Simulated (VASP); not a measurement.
# Cu3O2 (Pm-3m) in VASP: further runs, part 2 of 2

VASP 6.6.1.

## Step 4: Single point, PBE

File INCAR:

```
SYSTEM = Cu3O2
  PREC = Accurate
  ENCUT = 520
  EDIFF = 1E-7
  ISMEAR = 0
  SIGMA = 0.1
  LREAL = .FALSE.
  LASPH = .TRUE.
  NELM = 100
  ALGO = Normal
  ISIF = 2
  LWAVE = .FALSE.
  LCHARG = .FALSE.
  GGA = PE
  NBANDS = 30
```

File KPOINTS:

```
regular mesh
0
G
  10 10 10
  0 0 0
```

File POSCAR:

```
Cu3O2
1.0
    3.8651706050      0.0000000000      0.0000000000
    0.0000000000      3.8651706050      0.0000000000
    0.0000000000      0.0000000000      3.8651706050
Cu O
3 2
Direct
    0.5000000000      0.0000000000      0.0000000000
    0.0000000000      0.5000000000      0.0000000000
    0.0000000000      0.0000000000      0.5000000000
    0.0000000000      0.0000000000      0.0000000000
    0.5000000000      0.5000000000      0.5000000000
```

Launch:

```
cat potpaw_PBE.64/Cu/POTCAR potpaw_PBE.64/O/POTCAR > POTCAR
mpirun -np 1 vasp_std > vasp.out
```

It took 72 s on 1 thread of Intel Xeon Platinum 8488C (Sapphire Rapids), shared host; peak memory 0.22 GiB.

It converged, with:

```
Free energy            : -20.7210 eV
Pressure               : 0.5 GPa
Band gap on the k mesh : zero (an odd number of electrons rules out a gap without spin polarisation)
```

Levels at points of the mesh, in eV from the Fermi level:
| k point | band 21 | band 22 | band 23 | band 24 | band 25 | band 26 |
| --- | --- | --- | --- | --- | --- | --- |
| (0.00, 0.00, 0.00) | -1.23 | -1.23 | -1.11 | 0.09 | 5.50 | 5.50 |
| (0.50, 0.00, 0.00) | -0.81 | -0.52 | -0.52 | 2.88 | 3.53 | 6.94 |
| (0.50, 0.50, 0.00) | -0.17 | 0.24 | 0.24 | 2.39 | 2.53 | 5.71 |
| (0.50, 0.50, 0.50) | -0.07 | -0.07 | -0.07 | 5.07 | 5.07 | 5.07 |

Caveat: an odd number of electrons without spin polarisation forces a metal; a magnetic or distorted state may lie lower. With open d or f shells a metallic result of PBE can be an artefact of self-interaction; +U or a hybrid may open a gap.

## Step 5: Relaxation of cell and atoms, PBE

File INCAR:

```
SYSTEM = Cu3O2
PREC = Accurate ; ENCUT = 600
EDIFF = 1E-6 ; ISMEAR = 0
SIGMA = 0.1 ; LREAL = .FALSE.
LASPH = .TRUE. ; NELM = 80
ALGO = Normal ; ISIF = 3
LWAVE = .FALSE. ; LCHARG = .FALSE.
GGA = PE ; IBRION = 2
NSW = 100 ; EDIFFG = -0.01
```

KPOINTS is that of step 4.

Edit POSCAR of step 4 so:

```diff
@@ -2,5 +2,5 @@
 1.0
-    3.8651706050      0.0000000000      0.0000000000
-    0.0000000000      3.8651706050      0.0000000000
-    0.0000000000      0.0000000000      3.8651706050
+    3.8647937223      0.0000000000      0.0000000000
+    0.0000000000      3.8647937223      0.0000000000
+    0.0000000000      0.0000000000      3.8647937223
 Cu O
```

Potentials or basis: VASP PAW PBE potentials, release 64 (Cu, O).

Launch:

```
cat potpaw_PBE.64/Cu/POTCAR potpaw_PBE.64/O/POTCAR > POTCAR
mpirun -np 1 vasp_std > vasp.out
```

OUTCAR:

```text
SYSTEM = Cu3O2
   PREC = Accurate
   ENCUT = 600
   EDIFF = 1E-6
   ISMEAR = 0
   LREAL = .FALSE.
   LASPH = .TRUE.
   NELM = 80
   ISIF = 3
   GGA = PE
   IBRION = 2
   NSW = 100
   EDIFFG = -0.01

 ion  position               nearest neighbor table
   1  0.500  0.000  0.000-   4 1.93   4 1.93   2 2.73   3 2.73   2 2.73   2 2.73   3 2.73   3 2.73
                             3 2.73   2 2.73
   2  0.000  0.500  0.000-   4 1.93   4 1.93   1 2.73   3 2.73   1 2.73   3 2.73   3 2.73   3 2.73
                             1 2.73   1 2.73
[... 979 lines left out ...]
  -------------------------------------------------------------------------------------
  Total       -0.0123540     -0.0123540     -0.0123540      0.0000000     -0.0000000      0.0000000
  in kB       -0.3412214     -0.3412214     -0.3412214      0.0000000     -0.0000000      0.0000000
  external PRESSURE =      -0.3412214 kB  Pullay stress =       0.0000000 kB

 VOLUME and BASIS-vectors are now :
 -----------------------------------------------------------------------------
  energy-cutoff  :      600.00
  volume of cell :       58.01
      direct lattice vectors                 reciprocal lattice vectors
     3.871031718  0.000000000 -0.000000000     0.258329064 -0.000000000 -0.000000000
     0.000000000  3.871031718 -0.000000000    -0.000000000  0.258329064  0.000000000
     0.000000000 -0.000000000  3.871031718     0.000000000  0.000000000  0.258329064

 POSITION                                       TOTAL-FORCE (eV/Angst)
 -----------------------------------------------------------------------------------
      1.93552      0.00000     -0.00000        -0.000000      0.000000      0.000000
      0.00000      1.93552     -0.00000        -0.000000      0.000000      0.000000
      0.00000     -0.00000      1.93552        -0.000000     -0.000000      0.000000
      0.00000      0.00000      0.00000        -0.000000      0.000000      0.000000
      1.93552      1.93552      1.93552         0.000000     -0.000000      0.000000
 -----------------------------------------------------------------------------------
    total drift:                                0.000000      0.000000     -0.000000

  FREE ENERGIE OF THE ION-ELECTRON SYSTEM (eV)
  ---------------------------------------------------
  free  energy   TOTEN  =       -20.7251689752 eV

  energy  without entropy=      -20.6972709871  energy(sigma->0) =      -20.71121998

 reached required accuracy - stopping structural energy minimisation
```

Wall time 78 s (1 thread of Intel Xeon Platinum 8488C (Sapphire Rapids), shared host); peak memory 0.24 GiB.

Results:

```yaml
Free_energy: -20.7252 eV
Relaxed_volume: 11.60 Å³/atom
Relaxed_cell: a = 3.871 Å, b = 3.871 Å, c = 3.871 Å, α = 90.00°, β = 90.00°, γ = 90.00°
Space_group_after_relaxing_to_0.1_Å: Pm-3m (No. 221)
Energy_gained_by_relaxing: 0.1 meV/atom
Ionic_steps: 2
Pressure_after_relaxing: 0.0 GPa
Band_gap_on_the_k_mesh: zero (an odd number of electrons rules out a gap without spin polarisation)
```

Step by step:
| step | energy change (eV) | largest force (eV/Å) | pressure (GPa) | volume (Å³) |
| --- | --- | --- | --- | --- |
| 1 | 0.0000 | 0.0000 | 0.46 | 57.73 |
| 2 | -0.0003 | 0.0000 | -0.03 | 58.01 |

Final structure:
```xyz
5
Lattice="3.8710 0.0000 0.0000 0.0000 3.8710 0.0000 0.0000 0.0000 3.8710" Properties=species:S:1:pos:R:3 pbc="T T T"
Cu    1.9355    0.0000    0.0000
Cu    0.0000    1.9355    0.0000
Cu    0.0000    0.0000    1.9355
O     0.0000    0.0000    0.0000
O     1.9355    1.9355    1.9355
```

Caveat: an odd number of electrons without spin polarisation forces a metal; a magnetic or distorted state may lie lower.

## Step 6: Relaxation of cell and atoms, PBE, collinear spin

This run uses another cell than the first one, of 11.83 Å³/atom.

File INCAR:

```
  PREC = Accurate
  ENCUT = 600
  EDIFF = 1E-6
  ISMEAR = 0
  SIGMA = 0.1
  LREAL = F
  LASPH = T
  NELM = 150
  ALGO = Normal
  ISIF = 3
  LWAVE = F
  LCHARG = F
  ISPIN = 2
  MAGMOM = 1 1 1 0 0
  LORBIT = 11
  LMAXMIX = 4
  GGA = PE
  IBRION = 2
  NSW = 90
  EDIFFG = -0.04
```

File KPOINTS:

```
regular mesh
0
Gamma
  4 4 4
```

Edit POSCAR of step 5 so:

```diff
@@ -2,5 +2,5 @@
 1.0
-    3.8647937223      0.0000000000      0.0000000000
-    0.0000000000      3.8647937223      0.0000000000
-    0.0000000000      0.0000000000      3.8647937223
+    3.8968390100      0.0000000000      0.0000000000
+    0.0000000000      3.8968390100      0.0000000000
+    0.0000000000      0.0000000000      3.8968390100
 Cu O
```

Potentials or basis: VASP PAW PBE potentials, release 64 (Cu, O).

Launch:

```
cat potpaw_PBE.64/Cu/POTCAR potpaw_PBE.64/O/POTCAR > POTCAR
mpirun -np 1 vasp_std > vasp.out
```

Wall time 56 s (1 thread of Intel Xeon Platinum 8488C (Sapphire Rapids), shared host); peak memory 0.22 GiB.

The run converged. Its results:

```
Free energy                                           : -20.7430 eV
Relaxed volume                                        : 11.58 Å³/atom
Relaxed cell                                          : a = 3.869 Å, b = 3.869 Å, c = 3.869 Å, α = 90.00°, β = 90.00°, γ = 90.00°
Space group after relaxing (to 0.1 Å)                 : Pm-3m (No. 221)
Energy gained by relaxing                             : 2.0 meV/atom
Ionic steps                                           : 3
Pressure after relaxing                               : 0.0 GPa
Net moment                                            : 0.00 μB per cell
Valence electrons inside the program's atomic spheres : Cu 9.87; O 5.03, 4.75
```

The path:
```csv
step,energy change (eV),largest force (eV/Å),pressure (GPa),volume (Å³)
1,0.0000,0.0000,-2.55,59.17
2,-0.0095,0.0000,0.68,57.58
3,-0.0101,0.0000,0.04,57.90
```

Final structure:
```
Cu O
1.0
     3.86876    0.00000    0.00000
     0.00000    3.86876    0.00000
     0.00000    0.00000    3.86876
Cu O
3 2
Direct
  0.50000 0.00000 0.00000
  0.00000 0.50000 0.00000
  0.00000 0.00000 0.50000
  0.00000 0.00000 0.00000
  0.50000 0.50000 0.50000
```

Levels at points of the mesh, in eV from the Fermi level:
Spin up:
```tsv
k point	band 21	band 22	band 23	band 24	band 25	band 26
(0.00, 0.00, 0.00)	-1.21	-1.21	-1.09	0.10	5.51	5.51
(0.50, 0.00, 0.00)	-0.79	-0.49	-0.49	2.90	3.55	6.95
(0.50, 0.50, 0.00)	-0.14	0.26	0.26	2.41	2.55	5.72
(0.50, 0.50, 0.50)	-0.06	-0.06	-0.06	5.09	5.09	5.09
```
Spin down:
```csv
k point,band 20,band 21,band 22,band 23,band 24,band 25,band 26,band 27
"(0.00, 0.00, 0.00)",-1.21,-1.21,-1.21,-1.09,0.10,5.51,5.51,8.39
"(0.50, 0.00, 0.00)",-1.21,-0.79,-0.49,-0.49,2.90,3.55,6.95,7.65
"(0.50, 0.50, 0.00)",-1.08,-0.14,0.26,0.26,2.41,2.55,5.72,5.72
"(0.50, 0.50, 0.50)",-1.21,-0.06,-0.06,-0.06,5.09,5.09,5.09,6.25
```

Caveat: the k points lie up to 0.41 Å⁻¹ apart in the final cell. With open d or f shells a metallic result of PBE can be an artefact of self-interaction; +U or a hybrid may open a gap.

## Step 7: The runs side by side

```tsv
task	spin	cell	k mesh	cutoff (eV)	gap on the mesh (eV)	pressure (GPa)	moment (μB)	relaxed volume (Å³/atom)
single point	collinear	a = 3.865 Å, 5 atoms	4 × 4 × 4	520	none	0.5	0.00	-
single point	collinear	a = 3.897 Å, 5 atoms	4 × 4 × 4	520	none	-2.4	0.00	-
single point	off	a = 3.865 Å, 5 atoms	10 × 10 × 10	520	none	0.5	-	-
relaxation of cell and atoms	off	relaxed from a = 3.865 Å, 5 atoms	10 × 10 × 10	600	none	0.0	-	11.60
relaxation of cell and atoms	collinear	relaxed from a = 3.897 Å, 5 atoms	4 × 4 × 4	600	none	0.0	0.00	11.58
```

Alike in all rows: level PBE; potentials or basis VASP PAW PBE potentials, release 64 (Cu, O); smearing gaussian 0.1 eV.

Caveats: some runs use coarse meshes; an odd number of electrons without spin polarisation forces a metal (at least some runs); a magnetic or distorted state may lie lower (at least some runs).

Absolute energies hang on the potentials; compare differences alone.
